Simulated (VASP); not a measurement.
# ZnW2 (Fd-3m) in VASP: notebook

The runs below take ZnW2 through single point, relaxation of cell and atoms, with PBE.

All numbers are computed with VASP 6.6.1; they aren't measurements. Logs are shortened: lines on timing, memory, paths and dates and some standing lists are left out, and cuts for length are marked.

## Step 1: The cell of the first run

The structure is cubic, space group Fd-3m (No. 227). The conventional cell has a = 7.476 Å, b = 7.476 Å, c = 7.476 Å, α = 90.00°, β = 90.00°, γ = 90.00°. Zn (site symmetry -43m) has 12 W at 3.10 Å and 4 Zn at 3.24 Å within 4.1 Å. Within 3.5 Å of W (site symmetry -3m) lie 6 W at 2.64 Å and 6 Zn at 3.10 Å.

## Step 2: Single point, PBE

INCAR

```
  PREC = Accurate
  ENCUT = 520
  EDIFF = 1E-6
  ISMEAR = 0
  SIGMA = 0.1
  LREAL = F
  LASPH = T
  NELM = 100
  ALGO = Fast
  ISIF = 2
  LWAVE = F
  LCHARG = F
  GGA = PE
  NBANDS = 49
```

KPOINTS

```
regular mesh
0
Gamma
  10 10 10
```

POSCAR

```
ZnW2
1.0
    0.0000000000      3.7381403176      3.7381403176
    3.7381403176      0.0000000000      3.7381403176
    3.7381403176      3.7381403176      0.0000000000
Zn W
2 4
Direct
    0.5000000000      0.5000000000      0.5000000000
    0.7500000000      0.7500000000      0.7500000000
    0.1250000000      0.1250000000      0.1250000000
    0.6250000000      0.1250000000      0.1250000000
    0.1250000000      0.1250000000      0.6250000000
    0.1250000000      0.6250000000      0.1250000000
```

Potentials or basis: VASP PAW PBE potentials, release 64 (Zn, W_sv).

Run with:

```bash
cat potpaw_PBE.64/Zn/POTCAR potpaw_PBE.64/W_sv/POTCAR > POTCAR
mpirun -np 1 vasp_std > vasp.out
```

OUTCAR:

```text
PREC = Accurate
   ENCUT = 520
   EDIFF = 1E-6
   ISMEAR = 0
   LREAL = F
   LASPH = T
   NELM = 100
   ISIF = 2
   GGA = PE

 ion  position               nearest neighbor table
   1  0.500  0.500  0.500-   5 3.10   6 3.10   4 3.10   5 3.10   4 3.10   6 3.10   3 3.10   3 3.10
                             3 3.10   4 3.10   5 3.10   6 3.10
   2  0.750  0.750  0.750-   4 3.10   6 3.10   4 3.10   5 3.10   5 3.10   6 3.10   3 3.10   3 3.10
                             3 3.10   4 3.10   5 3.10   6 3.10
   3  0.125  0.125  0.125-   4 2.64   5 2.64   6 2.64   5 2.64   6 2.64   4 2.64   1 3.10   2 3.10
                             1 3.10   2 3.10   1 3.10   2 3.10
   4  0.625  0.125  0.125-   3 2.64   5 2.64   6 2.64   3 2.64   5 2.64   6 2.64   2 3.10   1 3.10
                             2 3.10   1 3.10   1 3.10   2 3.10
   5  0.125  0.125  0.625-   3 2.64   3 2.64   4 2.64   6 2.64   6 2.64   4 2.64   1 3.10   2 3.10
                             1 3.10   2 3.10   1 3.10   2 3.10
   6  0.125  0.625  0.125-   3 2.64   5 2.64   3 2.64   4 2.64   5 2.64   4 2.64   1 3.10   2 3.10
                             1 3.10   2 3.10   1 3.10   2 3.10

  LATTYP: Found a face centered cubic cell.
 ALAT       =     7.4762806352

  Lattice vectors:

 A1 = (   0.0000000000,   3.7381403176,   3.7381403176)
 A2 = (   3.7381403176,   0.0000000000,   3.7381403176)
 A3 = (   3.7381403176,   3.7381403176,   0.0000000000)

Analysis of symmetry for initial positions (statically):
=====================================================================
 Subroutine PRICEL returns:
 Original cell was already a primitive cell.

 Routine SETGRP: Setting up the symmetry group for a
 face centered cubic supercell.

 Subroutine GETGRP returns: Found 48 space group operations
 (whereof 24 operations were pure point group operations)
 out of a pool of 48 trial point group operations.

The static configuration has the point symmetry T_d .
 The point group associated with its full space group is O_h .

Analysis of symmetry for dynamics (positions and initial velocities):
=====================================================================
 Subroutine PRICEL returns:
 Original cell was already a primitive cell.

 Routine SETGRP: Setting up the symmetry group for a
 face centered cubic supercell.

 Subroutine GETGRP returns: Found 48 space group operations
 (whereof 24 operations were pure point group operations)
 out of a pool of 48 trial point group operations.

The dynamic configuration has the point symmetry T_d .
 The point group associated with its full space group is O_h .

 Subroutine INISYM returns: Found 48 space group operations
 (whereof 24 operations are pure point group operations),
 and found     1 'primitive' translations

----------------------------------------------------------------------------------------

                                     Primitive cell

  volume of cell :     104.4713

  direct lattice vectors                    reciprocal lattice vectors
     0.000000000  3.738140318  3.738140318    -0.133756349  0.133756349  0.133756349
     3.738140318  0.000000000  3.738140318     0.133756349 -0.133756349  0.133756349
     3.738140318  3.738140318  0.000000000     0.133756349  0.133756349 -0.133756349

  length of vectors
     5.286528735  5.286528735  5.286528735     0.231672792  0.231672792  0.231672792

  position of ions in fractional coordinates (direct lattice)
     0.500000000  0.500000000  0.500000000
     0.750000000  0.750000000  0.750000000
     0.125000000  0.125000000  0.125000000
     0.625000000  0.125000000  0.125000000
     0.125000000  0.125000000  0.625000000
     0.125000000  0.625000000  0.125000000

  ion indices of the primitive-cell ions
   primitive index   ion index
                 1           1
                 2           2
                 3           3
                 4           4
                 5           5
                 6           6

----------------------------------------------------------------------------------------

 KPOINTS: regular mesh

Automatic generation of k-mesh.
 Grid dimensions read from file:
 generate k-points for:   10   10   10

 Generating k-lattice:

  Cartesian coordinates                     Fractional coordinates (reciprocal lattice)
    -0.013375635  0.013375635  0.013375635     0.100000000  0.000000000  0.000000000
     0.013375635 -0.013375635  0.013375635     0.000000000  0.100000000  0.000000000
     0.013375635  0.013375635 -0.013375635     0.000000000  0.000000000  0.100000000

  Length of vectors
     0.023167279  0.023167279  0.023167279

  Shift w.r.t. Gamma in fractional coordinates (k-lattice)
     0.000000000  0.000000000  0.000000000

 Subroutine IBZKPT returns following result:
 ===========================================

 Found     47 irreducible k-points:

 Following reciprocal coordinates:
            Coordinates               Weight
  0.000000  0.000000  0.000000      1.000000
  0.100000  0.000000  0.000000      8.000000
  0.200000  0.000000  0.000000      8.000000
  0.300000  0.000000  0.000000      8.000000
  0.400000  0.000000  0.000000      8.000000
  0.500000  0.000000  0.000000      4.000000
[... 16 lines left out ...]
  0.300000  0.300000  0.000000      6.000000
  0.400000  0.300000  0.000000     24.000000
 [... further k-points ...]
   k-points           NKPTS =     47   k-points in BZ     NKDIM =     47   number of bands    NBANDS=     49
   number of dos      NEDOS =    301   number of ions     NIONS =      6
   total plane-waves  NPLWV =  64000
   dimension x,y,z NGX =    40 NGY =   40 NGZ =   40
   dimension x,y,z NGXF=    80 NGYF=   80 NGZF=   80
   ions per type =               2   4
   NGX,Y,Z   is equivalent  to a cutoff of  12.58, 12.58, 12.58 a.u.
   NGXF,Y,Z  is equivalent  to a cutoff of  25.16, 25.16, 25.16 a.u.
 SYSTEM =  unknown system
   PREC   = accura    normal or accurate (medium, high low for compatibility)
   ISTART =      0    job   : 0-new  1-cont  2-samecut
   ICHARG =      2    charge: 1-file 2-atom 10-const
   ISPIN  =      1    spin polarized calculation?
   LNONCOLLINEAR =      F non collinear calculations
   LSORBIT =      F    spin-orbit coupling
   LASPH  =      T    aspherical Exc in radial PAW
   ENCUT  =  520.0 eV  38.22 Ry    6.18 a.u.   9.83  9.83  9.83*2*pi/ulx,y,z
   NELM   =    100;   NELMIN=  2; NELMDL= -5     # of ELM steps
   EDIFF  = 0.1E-05   stopping-criterion for ELM
   LREAL  =      F    real-space projection
   EDIFFG = 0.1E-04   stopping-criterion for IOM
   NSW    =      0    number of steps for IOM
   IBRION =     -1    ionic relax: 0-MD 1-quasi-New 2-CG
   NFREE  =      0    steps in history (QN), initial steepest desc. (CG)
   ISIF   =      2    stress and relaxation
   ISYM   =      2    0-nonsym 1-usesym 2-fastsym
   POTIM  = 0.5000    time-step for ionic-motion
   TEBEG  =    0.0;   TEEND  =   0.0 temperature during run
   PSTRESS=    0.0 pullay stress
   NELECT =      80.0000    total number of electrons
   NUPDOWN=      -1.0000    fix difference up-down
   EMIN   =  10.00;   EMAX   =-10.00  energy-range for DOS
   EFERMI =   0.00;   METHOD = LEGACY
   ISMEAR =     0;   SIGMA  =   0.10  broadening in eV -4-tet -1-fermi 0-gaus
   EFERMI_NEDOS =   21; number of points for ismear=-14 and -15
   IALGO  =     68    algorithm
   IMIX   =      4    mixing-type and parameters
     AMIX     =   0.40;   BMIX     =  1.00
     AMIX_MAG =   1.60;   BMIX_MAG =  1.00
  volume/ion in A,a.u.               =      17.41       117.50
  Fermi-wavevector in a.u.,A,eV,Ry     =   1.497750  2.830336 30.521324  2.243254
  Thomas-Fermi vector in A             =   2.609597
   LORBIT       =      0    0 simple, 1 ext, 2 COOP (PROOUT), +10 PAW based schemes
   GGA     = PE    functional components
   LHFCALC =     F    Hartree Fock is set to
   AEXX    =    0.0000 exact exchange contribution
   IVDW    =     0    specifies the selected vdW correction
   LEPSILON=     F    determine dielectric tensor
   LRPA    =     F    only Hartree local field effects (RPA)
 non-spin polarized calculation
 RMM-DIIS sequential band-by-band and
 Gauss-broadening in eV      SIGMA  =   0.10
  energy-cutoff  :      520.00
  volume of cell :      104.47
 maximum number of plane-waves:      2834
   NGX = 19   NGY = 19   NGZ = 19

 number of electron      79.9999975 magnetization

 Free energy of the ion-electron system (eV)
  ---------------------------------------------------
  ext. energy  EPLUGINS =         0.00000000
  ---------------------------------------------------
  free energy    TOTEN  =       -49.46019964 eV

  energy without entropy =      -49.42683827  energy(sigma->0) =      -49.44351896

 E-fermi :   7.2358     XC(G=0): -12.2977

 val. band max:        7.2289950446   @ k =   0.3000   0.1000   0.0000
 cond. band min:       7.2507672858   @ k =  -0.2000   0.1000   0.0000
 fundamental gap:      0.0217722413
 Fermi energy:         7.2358385812

 k-point     1 :       0.0000    0.0000    0.0000
  band No.  band energies     occupation
      1     -66.6341      2.00000
      2     -66.4505      2.00000
      3     -66.4505      2.00000
      4     -66.4505      2.00000
      5     -31.9714      2.00000
      6     -31.2603      2.00000
[... 41 lines left out ...]
     48      10.1746      0.00000
     49      11.6465      0.00000

 k-point     2 :       0.1000    0.0000    0.0000
  band No.  band energies     occupation
      1     -66.6308      2.00000
      2     -66.4539      2.00000
      3     -66.4505      2.00000
      4     -66.4505      2.00000
      5     -31.9436      2.00000
      6     -31.2524      2.00000
[... 41 lines left out ...]
     48      10.3207      0.00000
     49      11.4232      0.00000

 k-point     3 :       0.2000    0.0000    0.0000
  band No.  band energies     occupation
      1     -66.6215      2.00000
      2     -66.4635      2.00000
      3     -66.4505      2.00000
      4     -66.4505      2.00000
      5     -31.8682      2.00000
      6     -31.2242      2.00000
[... 41 lines left out ...]
     48      10.6769      0.00000
     49      10.9403      0.00000

 k-point     4 :       0.3000    0.0000    0.0000
  band No.  band energies     occupation
      1     -66.6081      2.00000
      2     -66.4771      2.00000
      3     -66.4506      2.00000
      4     -66.4506      2.00000
      5     -31.7705      2.00000
      6     -31.1824      2.00000
[... 977 lines left out ...]
     48      10.7001      0.00000
     49      10.8172      0.00000

 k-point    23 :       0.3000    0.3000    0.0000
  band No.  band energies     occupation
      1     -66.5967      2.00000
      2     -66.4888      2.00000
      3     -66.4506      2.00000
      4     -66.4506      2.00000
      5     -31.6643      2.00000
      6     -31.2665      2.00000
[... 41 lines left out ...]
     48      10.3037      0.00000
     49      10.3088      0.00000

 k-point    24 :       0.4000    0.3000    0.0000
  band No.  band energies     occupation
      1     -66.5835      2.00000
      2     -66.5021      2.00000
      3     -66.4505      2.00000
      4     -66.4505      2.00000
      5     -31.5677      2.00000
      6     -31.2624      2.00000
[... 41 lines left out ...]
     48      10.1158      0.00000
     49      10.4584      0.00000

 [... further k-points ...]
[... 5 lines left out ...]
  --------------------------------------------------------------------------------------
  -------------------------------------------------------------------------------------
  Total        0.3182707      0.3182707      0.3182707      0.0000000      0.0000000      0.0000000
  in kB        4.8810178      4.8810178      4.8810178      0.0000000      0.0000000      0.0000000
  external PRESSURE =       4.8810178 kB  Pullay stress =       0.0000000 kB

 VOLUME and BASIS-vectors are now :
 -----------------------------------------------------------------------------
  energy-cutoff  :      520.00
  volume of cell :      104.47
      direct lattice vectors                 reciprocal lattice vectors
     0.000000000  3.738140318  3.738140318    -0.133756349  0.133756349  0.133756349
     3.738140318  0.000000000  3.738140318     0.133756349 -0.133756349  0.133756349
     3.738140318  3.738140318  0.000000000     0.133756349  0.133756349 -0.133756349

 POSITION                                       TOTAL-FORCE (eV/Angst)
 -----------------------------------------------------------------------------------
      3.73814      3.73814      3.73814         0.000000      0.000000      0.000000
      5.60721      5.60721      5.60721        -0.000000     -0.000000     -0.000000
      0.93454      0.93454      0.93454        -0.000000     -0.000000      0.000000
      0.93454      2.80361      2.80361        -0.000000     -0.000000      0.000000
      2.80361      2.80361      0.93454        -0.000000     -0.000000      0.000000
      2.80361      0.93454      2.80361        -0.000000     -0.000000      0.000000
 -----------------------------------------------------------------------------------
    total drift:                                0.000000     -0.000000      0.000000

  FREE ENERGIE OF THE ION-ELECTRON SYSTEM (eV)
  ---------------------------------------------------
  free  energy   TOTEN  =       -49.4601996436 eV

  energy  without entropy=      -49.4268382689  energy(sigma->0) =      -49.44351896
```

It took 3.1 min on 1 thread of Intel Xeon 6975P-C (Granite Rapids), shared host; peak memory 0.36 GiB.

What came out:

```yaml
Free_energy: -49.4602 eV
Pressure: 0.5 GPa
Band_gap_on_the_k_mesh: zero (bands 40 and 41 overlap by 1.59 eV)
```

Caveat: spin-orbit coupling is left out, which moves the levels of the heavy elements.

## Step 3: Relaxation of cell and atoms, PBE

This run uses another cell than the first one, of 17.46 Å³/atom.

INCAR

```
SYSTEM = ZnW2
PREC = Accurate
ENCUT = 600
EDIFF = 1E-6
ISMEAR = 0
SIGMA = 0.1
LREAL = .FALSE.
LASPH = .TRUE.
NELM = 60
ALGO = Fast
ISIF = 3
LWAVE = .FALSE.
LCHARG = .FALSE.
GGA = PE
IBRION = 2
NSW = 100
EDIFFG = -0.01
```

KPOINTS

```
regular mesh
0
G
  10 10 10
  0 0 0
```

POSCAR, as its differences from that of step 2:

```diff
@@ -2,5 +2,5 @@
 1.0
-    0.0000000000      3.7381403176      3.7381403176
-    3.7381403176      0.0000000000      3.7381403176
-    3.7381403176      3.7381403176      0.0000000000
+    0.0000000000      3.7414696440      3.7414696440
+    3.7414696440      0.0000000000      3.7414696440
+    3.7414696440      3.7414696440      0.0000000000
 Zn W
```

Potentials or basis: VASP PAW PBE potentials, release 64 (Zn, W_sv).

Run with:

```bash
cat potpaw_PBE.64/Zn/POTCAR potpaw_PBE.64/W_sv/POTCAR > POTCAR
mpirun -np 1 vasp_std > vasp.out
```

Wall time 3.6 min (1 thread of Intel Xeon 6975P-C (Granite Rapids), shared host); peak memory 0.4 GiB.

It converged, with:

| Item | Value |
| --- | --- |
| Free energy | -49.4610 eV |
| Pressure after relaxing | 0.0 GPa |
| Band gap on the k mesh | zero (bands 40 and 41 overlap by 1.58 eV) |

Final structure:
```xyz
6
Lattice="0.0000 3.7415 3.7415 3.7415 0.0000 3.7415 3.7415 3.7415 0.0000" Properties=species:S:1:pos:R:3 pbc="T T T"
Zn    3.7415    3.7415    3.7415
Zn    5.6122    5.6122    5.6122
W     0.9354    0.9354    0.9354
W     0.9354    2.8061    2.8061
W     2.8061    2.8061    0.9354
W     2.8061    0.9354    2.8061
```

Levels at points of the mesh, in eV from the Fermi level:
| k point | band 36 | band 37 | band 38 | band 39 | band 40 | band 41 | band 42 | band 43 | band 44 | band 45 |
| --- | --- | --- | --- | --- | --- | --- | --- | --- | --- | --- |
| (0.00, 0.00, 0.00) | -2.64 | -0.31 | 1.12 | 1.12 | 1.12 | 2.43 | 2.44 | 2.49 | 2.56 | 2.56 |
| (0.50, 0.00, 0.00) | -2.04 | -1.31 | -1.28 | -0.52 | -0.52 | -0.23 | -0.23 | 2.22 | 2.51 | 2.53 |
| (0.50, 0.50, 0.00) | -2.32 | -1.47 | -1.47 | -0.54 | -0.54 | -0.11 | -0.11 | 0.21 | 0.21 | 2.53 |

Caveat: the relaxation stopped at its first step, so nothing moved; spin-orbit coupling is left out, which moves the levels of the heavy elements.
